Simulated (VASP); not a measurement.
A run of VASP 6.6.1 is set up as follows.

INCAR

```
SYSTEM = Sb
PREC = Accurate
ENCUT = 520
EDIFF = 1E-6
ISMEAR = -1
SIGMA = 0.05
LREAL = .False.
LASPH = .True.
NELM = 150
ALGO = Normal
ISIF = 2
LWAVE = .False.
LCHARG = .False.
LNONCOLLINEAR = .True.
MAGMOM = 0 0 0 0 0 0
LORBIT = 11
LSORBIT = .True.
GGA_COMPAT = .False.
LORBMOM = .True.
GGA = PS
NBANDS = 22
```

KPOINTS

```
Automatic mesh
0
Gamma
  9 6 6
  0 0 0
```

POSCAR

```
Sb
1.0
    3.1224020000      0.0000000000      0.0000000000
    0.0000000000      4.3475180000      0.0000000000
   -0.0389150000      0.0000000000      4.4058520000
Sb
2
Direct
    0.0113890000      0.2500000000      0.2411660000
    0.9886110000      0.7500000000      0.7588340000
```

Potentials or basis: VASP PAW PBE potentials, release 64 (Sb).

Run with:

```console
$ cat potpaw_PBE.64/Sb/POTCAR > POTCAR
$ mpirun -np 1 vasp_ncl > vasp.out
```

(1) Predict the pressure.

(2) Predict the net moment.

## Answers

(1) -2.1 GPa.

(2) 0.00 μB per cell.

Caveat: the PAW data sets were made with another functional, which shifts forces and pressure a little.
